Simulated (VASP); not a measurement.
Runs of VASP 6.6.1 on TaSi2. The structure is that of space group P6_422 (No. 181), or close to it. The cells are those of the table. 

| cell | gap on the mesh (eV) | pressure (GPa) | largest force (eV/Å) |
| --- | --- | --- | --- |
| a = 4.618, b = 4.618, c = 6.556 Å, angles 90.0, 90.0, 120.0°, 9 atoms | none | 13.6 | 0.14 |
| a = 4.690, b = 4.690, c = 6.359 Å, angles 90.0, 90.0, 120.0°, 9 atoms | none | (a) | 0.06 |
| a = 4.618, b = 4.618, c = 6.359 Å, angles 90.0, 90.0, 120.0°, 9 atoms | none | 22.5 | 0.01 |
| a = 4.618, b = 4.618, c = 6.458 Å, angles 90.0, 90.0, 120.0°, 9 atoms | none | 17.8 | 0.08 |

Alike in all rows: task single point; level PBEsol; potentials or basis VASP PAW PBE potentials, release 64 (Ta_pv, Si); no spin polarisation; k mesh 12 × 12 × 6; cutoff (eV) 520; smearing gaussian 0.15 eV.

Task: Estimate the missing entries.

Result: (a) 14.6.

Caveats: the PAW data sets were made with another functional, which shifts forces and pressure a little; spin-orbit coupling is left out, which moves the levels of the heavy elements; an odd number of electrons without spin polarisation forces a metal; a magnetic or distorted state may lie lower; the cell stands under pressure (at least some runs); the stress differs along the axes, from 7 to 17 GPa (at least some runs); the stress differs along the axes, from 12 to 21 GPa (at least some runs).

A k mesh can miss the band edges, and the runs leave out spin-orbit coupling on Ta.

A gap of «none» marks levels without a gap at the run's occupations.
